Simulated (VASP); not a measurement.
Write the native input for VASP 6.6.1 that does the following.

| Item | Value |
| --- | --- |
| Task | single point |
| Functional | PBE |
| Potentials or basis | VASP PAW PBE potentials, release 64 (Mn_pv, S) |
| Cutoff | 520 eV |
| k mesh | 7 × 7 × 4 |
| Occupations | fermi-dirac, width 0.05 eV |
| Spin | collinear spin, zero start |
| Starting moments | [0.0, 0.0, 0.0, 0.0] μB |
| Fixed moment | 0 μB |
| Dipole correction | no |
| Further INCAR settings | ALGO = Normal; EDIFF = 1e-06; NBANDS = 31 |

The structure of MnS lies in POSCAR:

```
MnS
1.0
    3.9535769233      0.0000000000      0.0000000000
   -1.9767884617      3.4238980514      0.0000000000
    0.0000000000      0.0000000000      6.3425288600
Mn S
2 2
Direct
    0.6666666667      0.3333333333      0.4988446700
    0.3333333333      0.6666666667      0.9988446700
    0.3333333333      0.6666666667      0.6261543000
    0.6666666667      0.3333333333      0.1261543000
```

These files were run (other wordings do the same):

INCAR

```
ALGO = Normal
EDIFF = 1E-6
ENCUT = 520
GGA = PE
ISIF = 2
ISMEAR = -1
ISPIN = 2
LASPH = T
LCHARG = F
LMAXMIX = 4
LORBIT = 11
LREAL = F
LWAVE = F
MAGMOM = 0 0 0 0
NBANDS = 31
NELM = 150
NUPDOWN = 0.0
PREC = Accurate
SIGMA = 0.05
```

KPOINTS

```
k-points
0
Gamma
  7 7 4
```

Potentials or basis: VASP PAW PBE potentials, release 64 (Mn_pv, S).

Launch:

```bash
$ cat potpaw_PBE.64/Mn_pv/POTCAR potpaw_PBE.64/S/POTCAR > POTCAR
$ mpirun -np 1 vasp_std > vasp.out
```

Results of the run:

```yaml
Pressure: -19.6 GPa
Largest_force: 0.136 eV/Å
Net_moment: 0.00 μB per cell
Valence_electrons_inside_the_program's_atomic_spheres: Mn 11.51; S 3.63
```

Caveat: the total moment is fixed, so each spin has its own Fermi level.

Run time: 110 s on 1 thread of Intel(R) Xeon(R) Platinum 8375C CPU @ 2.90GHz (Ice Lake) (shared host), peak memory 0.28 GiB.
